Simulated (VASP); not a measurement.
Input of a VASP 6.6.1 run:

INCAR

```
PREC = Accurate
ENCUT = 520
EDIFF = 1E-6
ISMEAR = 0
SIGMA = 0.028000000000000004
LREAL = False
LASPH = True
NELM = 80
ALGO = Normal
ISIF = 2
LWAVE = False
LCHARG = False
GGA = PE
NBANDS = 16
```

Contents of KPOINTS:

```
Automatic mesh
0
Gamma
  8 8 8
```

POSCAR

```
GaP
1.0
    0.0000000000      2.7252500000      2.7252500000
    2.7252500000      0.0000000000      2.7252500000
    2.7252500000      2.7252500000      0.0000000000
Ga P
1 1
Direct
    0.0000000000      0.0000000000      0.0000000000
    0.7500000000      0.7500000000      0.7500000000
```

Potentials or basis: VASP PAW PBE potentials, release 64 (Ga_d, P).

Command:

```console
$ cat potpaw_PBE.64/Ga_d/POTCAR potpaw_PBE.64/P/POTCAR > POTCAR
$ mpirun -np 1 vasp_std > vasp.out
```

(1) Estimate the pressure.

(2) Predict the band gap on the k mesh.

## Answers

(1) 2.4 GPa.

(2) 1.64 eV, indirect (least direct gap 1.83 eV).

**Experimental background.**

From “Stacking defects in GaP nanowires: Electronic structure and optical properties”, 2018, arxiv:1810.01194, for a bulk crystal of GaP at 10 K: band gap 2.34 eV (indirect).

Measured gap of GaP: 2.34 eV (indirect; 10 K; quoted in “Stacking defects in GaP nanowires: Electronic structure and optical properties”, 2018, arxiv:1810.01194). This calculation gives 1.64 eV (-0.70 eV). Spin-orbit coupling on Ga is left out. The value is that of PBE on a finite k mesh, which can miss the band edges, without temperature or zero-point motion. Semilocal functionals fall short of measured gaps as a rule.
